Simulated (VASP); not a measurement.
AgI: single point with r2SCAN

Crystal: AgI.

```
Ag I
1.0
     0.00000    3.28857    3.28857
     3.28857    0.00000    3.28857
     3.28857    3.28857    0.00000
Ag I
1 1
Direct
  0.00000 0.00000 0.00000
  0.25000 0.25000 0.25000
```

```json
{
 "Program": "VASP 6.6.1",
 "Task": "single point",
 "Functional": "r2SCAN",
 "Potentials or basis": "VASP PAW PBE potentials, release 64 (Ag, I)",
 "Cutoff": "550 eV",
 "k mesh": "6 × 6 × 6",
 "Occupations": "gaussian, width 0.01 eV",
 "Spin": "no spin polarisation",
 "Dipole correction": "no",
 "Further INCAR settings": "ALGO = Normal; EDIFF = 1e-06; NBANDS = 16"
}
```

```json
{
  "Pressure": "-0.1 GPa",
  "Band gap on the k mesh": "1.79 eV, direct"
}
```

Levels at points of the mesh, in eV from the valence-band top:
```tsv
k point	band 5	band 6	band 7	band 8	band 9	band 10	band 11	band 12	band 13	band 14
(0.00, 0.00, 0.00)	-2.94	-2.94	0.00	0.00	0.00	1.79	6.31	6.31	6.31	9.32
(0.50, 0.00, 0.00)	-2.91	-2.91	-2.81	-0.68	-0.68	3.22	6.71	6.71	7.45	9.60
(0.50, 0.50, 0.00)	-2.85	-2.82	-2.46	-1.70	-1.70	3.98	4.23	8.85	10.18	10.18
```

Run time: 2.9 min on 1 thread of Intel Xeon 8259CL, with other jobs on the host, peak memory 0.23 GiB.

Caveat: the PAW data sets were made with another functional, which shifts forces and pressure a little; spin-orbit coupling is left out, which moves the levels of the heavy elements. r2SCAN opens gaps a little over a GGA but as a rule still falls short of measured ones.
